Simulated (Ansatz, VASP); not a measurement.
## HgTe: VASP beside Ansatz

```
CELL_PARAMETERS angstrom
0.00000 3.25627 3.33307
3.25627 0.00000 3.33307
3.25627 3.25627 0.00000
ATOMIC_POSITIONS crystal
Hg 0.00000 0.00000 0.00000
Te 0.25000 0.25000 0.25000
```

Change from the starting cell: epitaxial_xy strain -1.0%.

Alike in both runs: task single point; functional HSE06; k mesh 4 × 4 × 4; occupations fermi-dirac, width 0.02 eV; no spin polarisation.

|  | VASP | Ansatz |
| --- | --- | --- |
| version | VASP 6.6.1 | Ansatz 0.2.0 |
| potentials or method | VASP PAW PBE potentials, release 64 (Hg, Te) | plane waves, PAW |
| plane-wave cutoff (eV) | 520 | 420 |
| valence electrons in the cell | 18 | 36 |

|  | VASP | Ansatz | Ansatz less VASP |
| --- | --- | --- | --- |
| pressure (GPa) | 0.3 | 0.4 | +0.07 |
| traceless stress, the component that is largest in VASP (GPa) | -0.20 | -0.20 | +0.003 |

VASP's potentials hold 18 valence electrons a cell and Ansatz's 36, so a difference there can come from the potentials and not from the codes. Ansatz's warnings: filled band counts differ across k points, stress exchange threshold loose, stress scf threshold loose.

The k mesh is coarse, so the values compare programs but aren't converged. Neither program's run includes spin-orbit coupling.
